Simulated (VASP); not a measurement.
Input of a VASP 6.6.1 run:

Contents of INCAR:

```
SYSTEM = W
  PREC = Accurate
  ENCUT = 520
  EDIFF = 1E-6
  ISMEAR = 0
  SIGMA = 0.15
  LREAL = .False.
  LASPH = .True.
  NELM = 100
  ALGO = Fast
  ISIF = 2
  LWAVE = .False.
  LCHARG = .True.
  GGA = PE
  LELF = .True.
  LVHAR = .True.
  NBANDS = 13
```

The input KPOINTS:

```
regular mesh
0
Gamma
  22 22 22
  0 0 0
```

POSCAR

```
W
1.0
   -0.7086400049      1.6681502178      1.6681502178
    1.6681502178     -0.7086400049      1.6681502178
    1.6681502178      1.6681502178     -0.7086400049
W
1
Direct
    0.0000000000      0.0000000000      0.0000000000
```

Potentials or basis: VASP PAW PBE potentials, release 64 (W_sv).

Run with:

```bash
$ cat potpaw_PBE.64/W_sv/POTCAR > POTCAR
$ mpirun -np 1 vasp_std > vasp.out
```

Problem. What does it give for the pressure?

Solution. 70.2 GPa.

Problem. What does it give for the band gap on the k mesh?

Solution. Zero (bands 7 and 8 overlap by 3.55 eV).

Stress tensor (GPa, compression positive):
```
70.21 11.60 11.60
11.60 70.21 11.60
11.60 11.60 70.21
```

Caveat: the cell stands under pressure; spin-orbit coupling is left out, which moves the levels of the heavy elements.
